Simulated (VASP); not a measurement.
**La: single point with PBE**

Crystal: La.

```
CELL_PARAMETERS angstrom
3.29492 0.00000 0.00000
-1.64746 2.85348 0.00000
0.00000 0.00000 5.48764
ATOMIC_POSITIONS crystal
La 0.33333 0.66667 0.25000
La 0.66667 0.33333 0.75000
```

| Quantity | Value |
| --- | --- |
| Program | VASP 6.6.1 |
| Task | single point |
| Functional | PBE |
| Potentials or basis | VASP PAW PBE potentials, release 64 (La) |
| Cutoff | 520 eV |
| k mesh | 13 × 13 × 7 |
| Occupations | fermi-dirac, width 0.1 eV |
| Spin | no spin polarisation |
| Dipole correction | no |
| Further INCAR settings | ALGO = Normal; EDIFF = 1e-06; NBANDS = 18 |

- Pressure: 15.1 GPa
- Band gap on the k mesh: zero (band 11 reaches 12.87 eV, above the bottom of band 12 at 11.08 eV)

Stress tensor (GPa, compression positive):
```
15.06  0.00  0.00
 0.00 15.06  0.00
 0.00  0.00 15.14
```

Levels at points of the mesh, in eV from the Fermi level:
| k point | band 9 | band 10 | band 11 | band 12 | band 13 | band 14 |
| --- | --- | --- | --- | --- | --- | --- |
| (0.00, 0.00, 0.00) | -2.31 | -2.06 | 0.88 | 1.53 | 1.53 | 1.79 |

Run time: 110 s on 1 thread of Intel(R) Xeon(R) Platinum 8259CL CPU @ 2.50GHz (Skylake/Cascade Lake), on a shared host, peak memory 0.23 GiB.

Caveat: spin-orbit coupling is left out, which moves the levels of the heavy elements.
